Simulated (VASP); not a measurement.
# Na (Im-3m) in VASP: notebook

Runs on Na. Level: LDA. Tasks: single point.

All numbers are computed with VASP 6.6.1; they aren't measurements. Logs are shortened: lines on timing, memory, paths and dates and some standing lists are left out, and cuts for length are marked.

## 1. The cell of the first run

The structure is cubic, space group Im-3m (No. 229). Conventional cell: a = 4.057 Å, b = 4.057 Å, c = 4.057 Å, α = 90.00°, β = 90.00°, γ = 90.00°. Within 4.6 Å of Na (site symmetry m-3m) lie 14 Na at 3.51 to 4.06 Å.

## 2. Single point, LDA

Contents of INCAR:

```
SYSTEM = Na
ALGO = Normal
EDIFF = 1E-7
ENCUT = 520
GGA = CA
ISIF = 2
ISMEAR = -1
LASPH = .TRUE.
LCHARG = .TRUE.
LELF = .TRUE.
LREAL = .FALSE.
LVHAR = .TRUE.
LWAVE = .FALSE.
NBANDS = 10
NELM = 100
PREC = Accurate
SIGMA = 0.1
```

Contents of KPOINTS:

```
k-points
0
G
  7 7 7
  0 0 0
```

Contents of POSCAR:

```
Na
1.0
   -2.0287155323      2.0287155323      2.0287155323
    2.0287155323     -2.0287155323      2.0287155323
    2.0287155323      2.0287155323     -2.0287155323
Na
1
Direct
    0.0000000000      0.0000000000      0.0000000000
```

Potentials or basis: VASP PAW LDA potentials, release 64 (Na_pv).

Command:

```
$ cat potpaw_LDA.64/Na_pv/POTCAR > POTCAR
$ mpirun -np 1 vasp_std > vasp.out
```

OUTCAR:

```text
SYSTEM = Na
   EDIFF = 1E-7
   ENCUT = 520
   GGA = CA
   ISIF = 2
   ISMEAR = -1
   LASPH = .TRUE.
   LREAL = .FALSE.
   NELM = 100
   PREC = Accurate

 ion  position               nearest neighbor table
   1  0.000  0.000  0.000-

  LATTYP: Found a body centered cubic cell.
 ALAT       =     4.0574310646

  Lattice vectors:

 A1 = (  -2.0287155323,   2.0287155323,   2.0287155323)
 A2 = (   2.0287155323,  -2.0287155323,   2.0287155323)
 A3 = (   2.0287155323,   2.0287155323,  -2.0287155323)

Analysis of symmetry for initial positions (statically):
=====================================================================
 Subroutine PRICEL returns:
 Original cell was already a primitive cell.

 Routine SETGRP: Setting up the symmetry group for a
 body centered cubic supercell.

 Subroutine GETGRP returns: Found 48 space group operations
 (whereof 48 operations were pure point group operations)
 out of a pool of 48 trial point group operations.

The static configuration has the point symmetry O_h .

Analysis of symmetry for dynamics (positions and initial velocities):
=====================================================================
 Subroutine PRICEL returns:
 Original cell was already a primitive cell.

 Routine SETGRP: Setting up the symmetry group for a
 body centered cubic supercell.

 Subroutine GETGRP returns: Found 48 space group operations
 (whereof 48 operations were pure point group operations)
 out of a pool of 48 trial point group operations.

The dynamic configuration has the point symmetry O_h .

 Subroutine INISYM returns: Found 48 space group operations
 (whereof 48 operations are pure point group operations),
 and found     1 'primitive' translations

----------------------------------------------------------------------------------------

                                     Primitive cell

  volume of cell :      33.3982

  direct lattice vectors                    reciprocal lattice vectors
    -2.028715532  2.028715532  2.028715532     0.000000000  0.246461365  0.246461365
     2.028715532 -2.028715532  2.028715532     0.246461365  0.000000000  0.246461365
     2.028715532  2.028715532 -2.028715532     0.246461365  0.246461365  0.000000000

  length of vectors
     3.513838376  3.513838376  3.513838376     0.348549005  0.348549005  0.348549005

  position of ions in fractional coordinates (direct lattice)
     0.000000000  0.000000000  0.000000000

  ion indices of the primitive-cell ions
   primitive index   ion index
                 1           1

----------------------------------------------------------------------------------------

 KPOINTS: k-points

Automatic generation of k-mesh.
 Grid dimensions read from file:
 generate k-points for:    7    7    7

 Generating k-lattice:

  Cartesian coordinates                     Fractional coordinates (reciprocal lattice)
     0.000000000  0.035208766  0.035208766     0.142857143  0.000000000  0.000000000
     0.035208766  0.000000000  0.035208766     0.000000000  0.142857143  0.000000000
     0.035208766  0.035208766  0.000000000     0.000000000  0.000000000  0.142857143

  Length of vectors
     0.049792715  0.049792715  0.049792715

  Shift w.r.t. Gamma in fractional coordinates (k-lattice)
     0.000000000  0.000000000  0.000000000

 Subroutine IBZKPT returns following result:
 ===========================================

 Found     20 irreducible k-points:

 Following reciprocal coordinates:
            Coordinates               Weight
  0.000000  0.000000  0.000000      1.000000
  0.142857  0.000000  0.000000     12.000000
  0.285714  0.000000  0.000000     12.000000
  0.428571  0.000000  0.000000     12.000000
  0.142857  0.142857  0.000000     24.000000
  0.285714  0.142857  0.000000     48.000000
[... 12 lines left out ...]
 -0.428571 -0.428571  0.285714      8.000000
 -0.428571  0.428571  0.428571      6.000000
   k-points           NKPTS =     20   k-points in BZ     NKDIM =     20   number of bands    NBANDS=     10
   number of dos      NEDOS =    301   number of ions     NIONS =      1
   total plane-waves  NPLWV =  21952
   dimension x,y,z NGX =    28 NGY =   28 NGZ =   28
   dimension x,y,z NGXF=    56 NGYF=   56 NGZF=   56
   ions per type =               1
   NGX,Y,Z   is equivalent  to a cutoff of  13.25, 13.25, 13.25 a.u.
   NGXF,Y,Z  is equivalent  to a cutoff of  26.49, 26.49, 26.49 a.u.
 SYSTEM =  Na
   PREC   = accura    normal or accurate (medium, high low for compatibility)
   ISTART =      0    job   : 0-new  1-cont  2-samecut
   ICHARG =      2    charge: 1-file 2-atom 10-const
   ISPIN  =      1    spin polarized calculation?
   LNONCOLLINEAR =      F non collinear calculations
   LSORBIT =      F    spin-orbit coupling
   LASPH  =      T    aspherical Exc in radial PAW
   ENCUT  =  520.0 eV  38.22 Ry    6.18 a.u.   6.53  6.53  6.53*2*pi/ulx,y,z
   NELM   =    100;   NELMIN=  2; NELMDL= -5     # of ELM steps
   EDIFF  = 0.1E-06   stopping-criterion for ELM
   LREAL  =      F    real-space projection
   EDIFFG = 0.1E-05   stopping-criterion for IOM
   NSW    =      0    number of steps for IOM
   IBRION =     -1    ionic relax: 0-MD 1-quasi-New 2-CG
   NFREE  =      0    steps in history (QN), initial steepest desc. (CG)
   ISIF   =      2    stress and relaxation
   ISYM   =      2    0-nonsym 1-usesym 2-fastsym
   POTIM  = 0.5000    time-step for ionic-motion
   TEBEG  =    0.0;   TEEND  =   0.0 temperature during run
   PSTRESS=    0.0 pullay stress
   NELECT =       7.0000    total number of electrons
   NUPDOWN=      -1.0000    fix difference up-down
   EMIN   =  10.00;   EMAX   =-10.00  energy-range for DOS
   EFERMI =   0.00;   METHOD = LEGACY
   ISMEAR =    -1;   SIGMA  =   0.10  broadening in eV -4-tet -1-fermi 0-gaus
   EFERMI_NEDOS =   21; number of points for ismear=-14 and -15
   IALGO  =     38    algorithm
   IMIX   =      4    mixing-type and parameters
     AMIX     =   0.40;   BMIX     =  1.00
     AMIX_MAG =   1.60;   BMIX_MAG =  1.00
  volume/ion in A,a.u.               =      33.40       225.38
  Fermi-wavevector in a.u.,A,eV,Ry     =   0.972448  1.837660 12.866417  0.945655
  Thomas-Fermi vector in A             =   2.102747
   LORBIT       =      0    0 simple, 1 ext, 2 COOP (PROOUT), +10 PAW based schemes
   GGA     = CA    functional components
   LHFCALC =     F    Hartree Fock is set to
   AEXX    =    0.0000 exact exchange contribution
   IVDW    =     0    specifies the selected vdW correction
   LEPSILON=     F    determine dielectric tensor
   LRPA    =     F    only Hartree local field effects (RPA)
 non-spin polarized calculation
  energy-cutoff  :      520.00
  volume of cell :       33.40
 maximum number of plane-waves:       935
 NGX is ok and might be reduce to    28
   NGX = 13   NGY = 13   NGZ = 13

 number of electron       7.0000010 magnetization

 Free energy of the ion-electron system (eV)
  ---------------------------------------------------
  ext. energy  EPLUGINS =         0.00000000
  ---------------------------------------------------
  free energy    TOTEN  =        -1.46431936 eV

  energy without entropy =       -1.44851874  energy(sigma->0) =       -1.45641905

 E-fermi :   0.4495     XC(G=0):  -7.0275

 val. band max:        0.3213879124   @ k =  -0.2857   0.4286   0.1429
 cond. band min:       0.6767278801   @ k =  -0.4286   0.4286   0.1429
 fundamental gap:      0.3553399677
 Fermi energy:         0.4494982881

 k-point     1 :       0.0000    0.0000    0.0000
  band No.  band energies     occupation
      1     -24.3994      2.00000
      2     -24.3994      2.00000
      3     -24.3994      2.00000
      4      -3.0430      2.00000
      5      12.7855      0.00000
      6      12.7855      0.00000
      7      12.7855      0.00000
      8      13.9579      0.00000
      9      13.9579      0.00000
     10      14.6647      0.00000

 k-point     2 :       0.1429    0.0000    0.0000
  band No.  band energies     occupation
      1     -24.4094      2.00000
      2     -24.4027      2.00000
      3     -24.3994      2.00000
      4      -2.6569      2.00000
      5       9.6469      0.00000
      6      11.3256      0.00000
      7      11.8488      0.00000
      8      12.3581      0.00000
      9      13.1054      0.00000
     10      15.0526      0.00000

 k-point     3 :       0.2857    0.0000    0.0000
  band No.  band energies     occupation
      1     -24.4318      2.00000
      2     -24.4101      2.00000
      3     -24.3994      2.00000
      4      -1.5176      2.00000
      5       5.9747      0.00000
      6       9.9123      0.00000
      7      10.8170      0.00000
      8      11.0722      0.00000
      9      12.2398      0.00000
     10      15.9912      0.00000

 k-point     4 :       0.4286    0.0000    0.0000
  band No.  band energies     occupation
      1     -24.4494      2.00000
      2     -24.4160      2.00000
      3     -24.3994      2.00000
      4       0.3184      1.57536
      5       2.8731      0.00000
      6       9.1875      0.00000
      7      10.2822      0.00000
      8      10.4309      0.00000
      9      11.6071      0.00000
     10      17.1817      0.00000
[... 170 lines left out ...]
 k-point    18 :      -0.4286    0.4286    0.2857
  band No.  band energies     occupation
      1     -24.4409      2.00000
      2     -24.4283      2.00000
      3     -24.4228      2.00000
      4       1.7361      0.00001
      5       4.2189      0.00000
      6       6.4641      0.00000
      7       7.1124      0.00000
      8       9.4686      0.00000
      9      12.2349      0.00000
     10      15.7153      0.00000

 k-point    19 :      -0.4286   -0.4286    0.2857
  band No.  band energies     occupation
      1     -24.4377      2.00000
      2     -24.4377      2.00000
      3     -24.4245      2.00000
      4       3.5497      0.00000
      5       3.5497      0.00000
      6       4.6735      0.00000
      7       8.4016      0.00000
      8       8.4016      0.00000
      9      10.7074      0.00000
     10      16.0320      0.00000

 k-point    20 :      -0.4286    0.4286    0.4286
  band No.  band energies     occupation
      1     -24.4368      2.00000
      2     -24.4351      2.00000
      3     -24.4351      2.00000
      4       3.4380      0.00000
      5       5.4012      0.00000
      6       5.8358      0.00000
      7       5.8358      0.00000
      8       7.0660      0.00000
      9       9.7194      0.00000
     10      19.3003      0.00000

------------------------ aborting loop because EDIFF is reached ----------------------------------------

  FORCE on cell =-STRESS in cart. coord.  units (eV):
  Direction    XX          YY          ZZ          XY          YZ          ZX
  --------------------------------------------------------------------------------------
  -------------------------------------------------------------------------------------
  Total       -0.0069104     -0.0069104     -0.0069104     -0.0000000      0.0000000     -0.0000000
  in kB       -0.3315073     -0.3315073     -0.3315073     -0.0000000      0.0000000     -0.0000000
  external PRESSURE =      -0.3315073 kB  Pullay stress =       0.0000000 kB

 VOLUME and BASIS-vectors are now :
 -----------------------------------------------------------------------------
  energy-cutoff  :      520.00
  volume of cell :       33.40
      direct lattice vectors                 reciprocal lattice vectors
    -2.028715532  2.028715532  2.028715532     0.000000000  0.246461365  0.246461365
     2.028715532 -2.028715532  2.028715532     0.246461365  0.000000000  0.246461365
     2.028715532  2.028715532 -2.028715532     0.246461365  0.246461365  0.000000000

 POSITION                                       TOTAL-FORCE (eV/Angst)
 -----------------------------------------------------------------------------------
      0.00000      0.00000      0.00000        -0.000000      0.000000     -0.000000
 -----------------------------------------------------------------------------------
    total drift:                               -0.000000     -0.000000     -0.000000

  FREE ENERGIE OF THE ION-ELECTRON SYSTEM (eV)
  ---------------------------------------------------
  free  energy   TOTEN  =        -1.4643193559 eV

  energy  without entropy=       -1.4485187374  energy(sigma->0) =       -1.45641905
```

Run time: 5.1 s. Hardware: 1 thread of Intel Xeon Platinum 8259CL at 2.50GHz (Skylake/Cascade Lake), shared host; peak memory 0.12 GiB.

Results:

```yaml
Free_energy: -1.4643 eV
Pressure: 0.0 GPa
```

Levels at points of the mesh, in eV from the Fermi level:
```
           k point  band 2  band 3  band 4  band 5  band 6  band 7
(0.00, 0.00, 0.00)  -24.85  -24.85   -3.49   12.34   12.34   12.34
```

## 3. Single point, LDA

Contents of INCAR:

```
ALGO = Normal ; EDIFF = 1E-6
ENCUT = 520 ; ISIF = 2
ISMEAR = -1 ; LASPH = True
LCHARG = False ; LREAL = False
LWAVE = False ; NBANDS = 10
NELM = 80 ; PREC = Accurate
SIGMA = 0.1
```

Contents of KPOINTS:

```
k-points
0
Gamma
  9 9 9
```

POSCAR is that of step 2.

Potentials or basis: VASP PAW LDA potentials, release 64 (Na_pv).

Command:

```
$ cat potpaw_LDA.64/Na_pv/POTCAR > POTCAR
$ mpirun -np 1 vasp_std > vasp.out
```

It took 7.2 s on 1 thread of Intel Xeon Platinum 8259CL at 2.50GHz (Skylake/Cascade Lake), shared host; peak memory 0.13 GiB.

The run converged. Its results:

```
Free energy : -1.4658 eV
Pressure    : -0.1 GPa
```

Levels at points of the mesh, in eV from the Fermi level:
| k point | band 1 | band 2 | band 3 | band 4 | band 5 | band 6 | band 7 |
| --- | --- | --- | --- | --- | --- | --- | --- |
| (0.00, 0.00, 0.00) | -24.88 | -24.88 | -24.88 | -3.52 | 12.31 | 12.31 | 12.31 |
